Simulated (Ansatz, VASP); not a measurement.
Mg2Sn in VASP and in Ansatz

```xyz
3
Lattice="0.0000 3.3995 3.3995 3.3995 0.0000 3.3995 3.3995 3.3995 0.0000" Properties=species:S:1:pos:R:3 pbc="T T T"
Mg    1.6998    1.6998    1.6998
Mg    5.0993    5.0993    5.0993
Sn    0.0000    0.0000    0.0000
```

Alike in both runs: task single point; functional r2SCAN; k mesh 8 × 8 × 8; occupations gaussian, width 0.05 eV; no spin polarisation.

```csv
,VASP,Ansatz
version,VASP 6.6.1,Ansatz 0.2.0
potentials or method,"VASP PAW PBE potentials, release 64 (Mg, Sn_d), cutoff 660 eV","scalar-relativistic, plane waves, PAW"
valence electrons in the cell,18,34
```

|  | VASP | Ansatz | Ansatz less VASP |
| --- | --- | --- | --- |
| gap on the k mesh at the Fermi level (eV) | 0.14 | 0.17 | +0.022 |
| least direct gap on the mesh (eV) | 1.90 | 1.91 | +0.011 |
| pressure (GPa) | -0.9 | -0.8 | +0.18 |

VASP's potentials were made for PBE, not for r2SCAN. VASP's potentials hold 18 valence electrons a cell and Ansatz's 34, so a difference there can come from the potentials and not from the codes.
